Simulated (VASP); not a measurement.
# VO2 (Pnnm) in VASP: notebook

The runs below take VO2 through single point, with PBE+U.

All numbers are computed with VASP 6.6.1; they aren't measurements. Logs are shortened: lines on timing, memory, paths and dates and some standing lists are left out, and cuts for length are marked.

### Step 1. The cell of the first run

The typed cell holds 6 atoms: a = 4.480 Å, b = 4.482 Å, c = 3.027 Å, α = 90.00°, β = 90.00°, γ = 90.00°.

### Step 2. Single point, PBE+U, collinear spin, antiferromagnetic start

INCAR reads:

```
SYSTEM = VO2
ALGO = Normal ; EDIFF = 1E-6
ENCUT = 600 ; GGA = PE
GGA_COMPAT = .FALSE. ; ISIF = 2
ISMEAR = 0 ; ISPIN = 2
LASPH = .TRUE. ; LCHARG = .FALSE.
LDAU = .TRUE. ; LDAUJ = 0 0
LDAUL = 2 -1 ; LDAUPRINT = 1
LDAUTYPE = 2 ; LDAUU = 3.25 0
LMAXMIX = 4 ; LORBIT = 11
LREAL = .FALSE. ; LWAVE = .FALSE.
MAGMOM = 1 -1 0 0 0 0 ; NBANDS = 38
NELM = 200 ; PREC = Accurate
SIGMA = 0.05
```

KPOINTS reads:

```
k-points
0
G
  3 3 5
  0 0 0
```

POSCAR reads:

```
VO2
1.0
    4.4800119175      0.0000000000      0.0000000000
    0.0000000000      4.4817031036     -0.0000000028
    0.0000000000      0.0000000019      3.0269457044
V O
2 4
Direct
    0.0000000000      0.0000000000      0.0000000000
    0.5000000000      0.5000000000      0.5000000000
    0.2985542182      0.2991256893      0.0000000000
    0.2014457818      0.7991256893      0.5000000000
    0.7014457818      0.7008743107      0.0000000000
    0.7985542182      0.2008743107      0.5000000000
```

Potentials or basis: VASP PAW PBE potentials, release 64 (V_sv, O).

Launch:

```bash
cat potpaw_PBE.64/V_sv/POTCAR potpaw_PBE.64/O/POTCAR > POTCAR
mpirun -np 1 vasp_std > vasp.out
```

OUTCAR:

```text
SYSTEM = VO2
   EDIFF = 1E-6
   ENCUT = 600
   GGA = PE
   ISIF = 2
   ISMEAR = 0
   ISPIN = 2
   LASPH = .TRUE.
   LORBIT = 11
   LREAL = .FALSE.
   NELM = 200
   PREC = Accurate

 ion  position               nearest neighbor table
   1  0.000  0.000  0.000-   3 1.89   5 1.89   4 1.98   6 1.98   4 1.98   6 1.98
   2  0.500  0.500  0.500-   4 1.89   6 1.89   3 1.98   5 1.98   3 1.98   5 1.98
   3  0.299  0.299  0.000-   1 1.89   2 1.98   2 1.98
   4  0.201  0.799  0.500-   2 1.89   1 1.98   1 1.98
   5  0.701  0.701  0.000-   1 1.89   2 1.98   2 1.98
   6  0.799  0.201  0.500-   2 1.89   1 1.98   1 1.98

  LATTYP: Found a simple orthorhombic cell.
 ALAT       =     3.0269457044
 B/A-ratio  =     1.4800436992
 C/A-ratio  =     1.4806024096

  Lattice vectors:

 A1 = (   0.0000000000,   0.0000000019,   3.0269457044)
 A2 = (   4.4800119175,   0.0000000000,   0.0000000000)
 A3 = (   0.0000000000,   4.4817031036,  -0.0000000028)

Analysis of symmetry for initial positions (statically):
=====================================================================
 Subroutine PRICEL returns:
 Original cell was already a primitive cell.

 Routine SETGRP: Setting up the symmetry group for a
 simple orthorhombic supercell.

 Subroutine GETGRP returns: Found  8 space group operations
 (whereof  4 operations were pure point group operations)
 out of a pool of  8 trial point group operations.

The static configuration has the point symmetry C_2h.
 The point group associated with its full space group is D_2h.

Analysis of symmetry for dynamics (positions and initial velocities):
=====================================================================
 Subroutine PRICEL returns:
 Original cell was already a primitive cell.

 Routine SETGRP: Setting up the symmetry group for a
 simple orthorhombic supercell.

 Subroutine GETGRP returns: Found  8 space group operations
 (whereof  4 operations were pure point group operations)
 out of a pool of  8 trial point group operations.

The dynamic configuration has the point symmetry C_2h.
 The point group associated with its full space group is D_2h.

Analysis of structural, dynamic, and magnetic symmetry:
=====================================================================
 Subroutine PRICEL returns:
 Original cell was already a primitive cell.

 Routine SETGRP: Setting up the symmetry group for a
 simple orthorhombic supercell.

 Subroutine GETGRP returns: Found  8 space group operations
 (whereof  4 operations were pure point group operations)
 out of a pool of  8 trial point group operations.

The overall configuration has the point symmetry C_2h.
 The point group associated with its full space group is D_2h.

 Subroutine INISYM returns: Found  8 space group operations
 (whereof  4 operations are pure point group operations),
 and found     1 'primitive' translations

----------------------------------------------------------------------------------------

                                     Primitive cell

  volume of cell :      60.7753

  direct lattice vectors                    reciprocal lattice vectors
     4.480011917  0.000000000  0.000000000     0.223213692  0.000000000  0.000000000
[... 152 lines left out ...]
  o =  0.1682  v = -0.0015 -0.0000  0.0003  0.0000 -1.0000  0.0000  0.0000  0.0000  0.0000  0.0000      0.0000  0.0000  0.0000  0.0000  0.0000  0.0000  0.0000  0.0000  0.0000  0.0000
  o =  0.2649  v =  0.0000  0.0000  0.0000  0.0000  0.0000 -0.0000  0.7063 -0.0000 -0.7079 -0.0000      0.0000  0.0000  0.0000  0.0000  0.0000  0.0000  0.0000  0.0000  0.0000  0.0000
  o =  0.2838  v = -0.0000  0.7063 -0.0000 -0.7079 -0.0000  0.0000  0.0000  0.0000  0.0000  0.0000      0.0000  0.0000  0.0000  0.0000  0.0000  0.0000  0.0000  0.0000  0.0000  0.0000
  o =  0.3267  v =  0.0000  0.0000  0.0000  0.0000  0.0000 -0.8368  0.0000  0.5475  0.0000  0.0017      0.0000  0.0000  0.0000  0.0000  0.0000  0.0000  0.0000  0.0000  0.0000  0.0000
  o =  0.3589  v = -0.8390  0.0000  0.5441  0.0000  0.0014  0.0000  0.0000  0.0000  0.0000  0.0000      0.0000  0.0000  0.0000  0.0000  0.0000  0.0000  0.0000  0.0000  0.0000  0.0000
  o =  0.9310  v = -0.5441 -0.0000 -0.8390  0.0000  0.0005  0.0000  0.0000  0.0000  0.0000  0.0000      0.0000  0.0000  0.0000  0.0000  0.0000  0.0000  0.0000  0.0000  0.0000  0.0000

atom =   2  type =  1  l = 2

 onsite density matrix

spin component  1

  0.2452  0.0000  0.1246 -0.0000  0.0002
  0.0000  0.1894 -0.0000  0.0753 -0.0000
  0.1246 -0.0000  0.1364 -0.0000  0.0002
 -0.0000  0.0753 -0.0000  0.1898 -0.0000
  0.0002 -0.0000  0.0002 -0.0000  0.1314

spin component  2

  0.5283 -0.0000 -0.2612 -0.0000  0.0004
 -0.0000  0.2119  0.0000  0.0718 -0.0000
 -0.2612  0.0000  0.7616  0.0000 -0.0002
 -0.0000  0.0718  0.0000  0.2122 -0.0000
  0.0004 -0.0000 -0.0002 -0.0000  0.1682

 occupancies and eigenvectors

  o =  0.0548  v = -0.5475  0.0000  0.8368  0.0000 -0.0009  0.0000  0.0000  0.0000  0.0000  0.0000      0.0000  0.0000  0.0000  0.0000  0.0000  0.0000  0.0000  0.0000  0.0000  0.0000
  o =  0.1143  v =  0.0000 -0.7079  0.0000  0.7063  0.0000  0.0000  0.0000  0.0000  0.0000  0.0000      0.0000  0.0000  0.0000  0.0000  0.0000  0.0000  0.0000  0.0000  0.0000  0.0000
  o =  0.1314  v = -0.0019  0.0000 -0.0002  0.0000  1.0000  0.0000  0.0000  0.0000  0.0000  0.0000      0.0000  0.0000  0.0000  0.0000  0.0000  0.0000  0.0000  0.0000  0.0000  0.0000
  o =  0.1403  v =  0.0000  0.0000  0.0000  0.0000  0.0000 -0.0000  0.7079 -0.0000 -0.7063 -0.0000      0.0000  0.0000  0.0000  0.0000  0.0000  0.0000  0.0000  0.0000  0.0000  0.0000
  o =  0.1682  v =  0.0000  0.0000  0.0000  0.0000  0.0000  0.0015 -0.0000  0.0003 -0.0000 -1.0000      0.0000  0.0000  0.0000  0.0000  0.0000  0.0000  0.0000  0.0000  0.0000  0.0000
  o =  0.2649  v = -0.0000 -0.7063  0.0000 -0.7079  0.0000  0.0000  0.0000  0.0000  0.0000  0.0000      0.0000  0.0000  0.0000  0.0000  0.0000  0.0000  0.0000  0.0000  0.0000  0.0000
  o =  0.2838  v =  0.0000  0.0000  0.0000  0.0000  0.0000 -0.0000 -0.7063  0.0000 -0.7079  0.0000      0.0000  0.0000  0.0000  0.0000  0.0000  0.0000  0.0000  0.0000  0.0000  0.0000
  o =  0.3267  v = -0.8368 -0.0000 -0.5475  0.0000 -0.0017  0.0000  0.0000  0.0000  0.0000  0.0000      0.0000  0.0000  0.0000  0.0000  0.0000  0.0000  0.0000  0.0000  0.0000  0.0000
  o =  0.3589  v =  0.0000  0.0000  0.0000  0.0000  0.0000  0.8390  0.0000  0.5441 -0.0000  0.0014      0.0000  0.0000  0.0000  0.0000  0.0000  0.0000  0.0000  0.0000  0.0000  0.0000
  o =  0.9310  v =  0.0000  0.0000  0.0000  0.0000  0.0000 -0.5441  0.0000  0.8390  0.0000 -0.0005      0.0000  0.0000  0.0000  0.0000  0.0000  0.0000  0.0000  0.0000  0.0000  0.0000

 number of electron      49.9999996 magnetization       0.0000000

 Free energy of the ion-electron system (eV)
  ---------------------------------------------------
  ext. energy  EPLUGINS =         0.00000000
  ---------------------------------------------------
  free energy    TOTEN  =       -46.55524521 eV

  energy without entropy =      -46.55524521  energy(sigma->0) =      -46.55524521

 E-fermi :   5.3638     XC(G=0): -11.6307

 val. band max:        4.9368725133   @ k =   0.0000   0.0000   0.0000
 cond. band min:       6.4525573563   @ k =   0.0000   0.0000   0.0000
 fundamental gap:      1.5156848430
 Fermi energy:         5.3637754085

 spin component 1

 k-point     1 :       0.0000    0.0000    0.0000
  band No.  band energies     occupation
      1     -60.5383      1.00000
      2     -59.5109      1.00000
      3     -34.5354      1.00000
      4     -34.1868      1.00000
      5     -34.1864      1.00000
      6     -34.0857      1.00000
[... 469 lines left out ...]
     36      17.4803      0.00000
     37      18.2745      0.00000
 Fermi energy:         5.3637754085

 spin component 2

 k-point     1 :       0.0000    0.0000    0.0000
  band No.  band energies     occupation
      1     -60.5383      1.00000
      2     -59.5109      1.00000
      3     -34.5354      1.00000
      4     -34.1868      1.00000
      5     -34.1864      1.00000
      6     -34.0857      1.00000
[... 469 lines left out ...]
     36      17.4191      0.00000
     37      18.2914      0.00000
 [bands above 37 left out]

------------------------ aborting loop because EDIFF is reached ----------------------------------------

  FORCE on cell =-STRESS in cart. coord.  units (eV):
  Direction    XX          YY          ZZ          XY          YZ          ZX
  --------------------------------------------------------------------------------------
  -------------------------------------------------------------------------------------
  Total        1.2664286      1.2655603      1.3049224     -0.0000000      0.0000000      0.0000000
  in kB       33.3860007     33.3631119     34.4007882     -0.0000000      0.0000000      0.0000000
  external PRESSURE =      33.7166336 kB  Pullay stress =       0.0000000 kB

 VOLUME and BASIS-vectors are now :
 -----------------------------------------------------------------------------
  energy-cutoff  :      600.00
  volume of cell :       60.78
      direct lattice vectors                 reciprocal lattice vectors
     4.480011917  0.000000000  0.000000000     0.223213692  0.000000000  0.000000000
     0.000000000  4.481703104 -0.000000003     0.000000000  0.223129461 -0.000000000
     0.000000000  0.000000002  3.026945704     0.000000000  0.000000000  0.330366018

 POSITION                                       TOTAL-FORCE (eV/Angst)
 -----------------------------------------------------------------------------------
      0.00000      0.00000      0.00000         0.000000      0.000000      0.000000
      2.24001      2.24085      1.51347         0.000000     -0.000000      0.000000
      1.33753      1.34059     -0.00000         0.035738      0.032986     -0.000000
      0.90248      3.58144      1.51347        -0.035738      0.032986     -0.000000
      3.14249      3.14111     -0.00000        -0.035738     -0.032986      0.000000
      3.57753      0.90026      1.51347         0.035738     -0.032986      0.000000
 -----------------------------------------------------------------------------------
    total drift:                                0.000000      0.000000      0.000000

  FREE ENERGIE OF THE ION-ELECTRON SYSTEM (eV)
  ---------------------------------------------------
  free  energy   TOTEN  =       -46.5552452072 eV

  energy  without entropy=      -46.5552452072  energy(sigma->0) =      -46.55524521

 total charge

# of ion       s       p       d       tot
------------------------------------------
    1        2.282   6.326   2.743  11.352
    2        2.282   6.326   2.743  11.352
    3        1.566   3.496   0.000   5.062
    4        1.566   3.496   0.000   5.062
    5        1.566   3.496   0.000   5.062
    6        1.566   3.496   0.000   5.062
--------------------------------------------------
tot         10.828  26.637   5.486  42.952

 magnetization (x)

# of ion       s       p       d       tot
------------------------------------------
    1        0.011   0.009   0.988   1.007
    2       -0.011  -0.009  -0.988  -1.007
    3       -0.000  -0.018   0.000  -0.018
    4        0.000   0.018   0.000   0.018
    5       -0.000  -0.018   0.000  -0.018
    6        0.000   0.018   0.000   0.018
--------------------------------------------------
tot          0.000   0.000   0.000   0.000
```

It took 60 s on 1 thread of Oxide Virtual Turin-like, shared host; peak memory 0.18 GiB.

Results:

* Free energy: -46.5552 eV
* Pressure: 3.4 GPa
* Largest force: 0.049 eV/Å
* Band gap on the k mesh: 1.52 eV
* Net moment: 0.00 μB per cell
* Site moments: V +1.01, -1.01; O -0.02, +0.02 (each value once) μB
* Valence electrons inside the program's atomic spheres: V 11.35; O 5.06

Forces on the atoms (eV/Å):
```
V    0.000  0.000  0.000
V    0.000  0.000  0.000
O    0.036  0.033  0.000
O   -0.036  0.033  0.000
O   -0.036 -0.033  0.000
O    0.036 -0.033  0.000
```

Levels at points of the mesh, in eV from the valence-band top:
Spin up:
| k point | band 22 | band 23 | band 24 | band 25 | band 26 | band 27 | band 28 | band 29 |
| --- | --- | --- | --- | --- | --- | --- | --- | --- |
| (0.00, 0.00, 0.00) | -0.90 | -0.53 | -0.51 | 0.00 | 1.52 | 1.67 | 2.10 | 2.45 |
Spin down:
| k point | band 23 | band 24 | band 25 | band 26 | band 27 | band 28 |
| --- | --- | --- | --- | --- | --- | --- |
| (0.00, 0.00, 0.00) | -0.53 | -0.51 | 0.00 | 1.52 | 1.67 | 2.10 |

Eigenvalues of the final occupation matrices:
```tsv
site	spin	trace	eigenvalues
site 1 d	1	1.88	0.14 0.17 0.28 0.36 0.93
site 1 d	2	0.89	0.05 0.11 0.13 0.26 0.33
site 2 d	1	0.89	0.05 0.11 0.13 0.26 0.33
site 2 d	2	1.88	0.14 0.17 0.28 0.36 0.93
```

Caveat: the k points lie up to 0.47 Å⁻¹ apart. The state reached can hang on the start; a lower one may exist.

(Part 1 of 2 ends here.)
